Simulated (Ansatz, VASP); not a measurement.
## One calculation of MoW3, two programs

```
Mo W
1.0
     0.00000    0.00000   -3.17664
     0.00000   -4.49540    0.00000
    -8.99080    0.00000    0.00000
Mo W
2 6
Direct
  0.50000 0.00000 0.50000
  0.50000 0.00000 0.00000
  0.00000 0.50000 0.00000
  0.00000 0.50000 0.50000
  0.50000 0.50000 0.75000
  0.50000 0.50000 0.25000
  0.00000 0.00000 0.75000
  0.00000 0.00000 0.25000
```

Alike in both runs: task single point; functional PBE; k mesh 6 × 6 × 4; occupations gaussian, width 0.2 eV; no spin polarisation.

```csv
,VASP,Ansatz
version,VASP 6.6.1,Ansatz 0.2.0
potentials or method,"VASP PAW PBE potentials, release 64 (Mo_sv, W_sv), cutoff 520 eV","scalar-relativistic, plane waves, PAW"
valence electrons in the cell,112,112
```

```csv
,VASP,Ansatz,Ansatz less VASP
gap on the k mesh at the Fermi level (eV),none,none,-
pressure (GPa),0.3,-0.2,-0.51
"traceless stress, the component that is largest in VASP (GPa)",0.53,0.53,+0.007
```

A gap of «none» marks a metal or a gap that the smearing closes.

Spin-orbit coupling is off throughout.
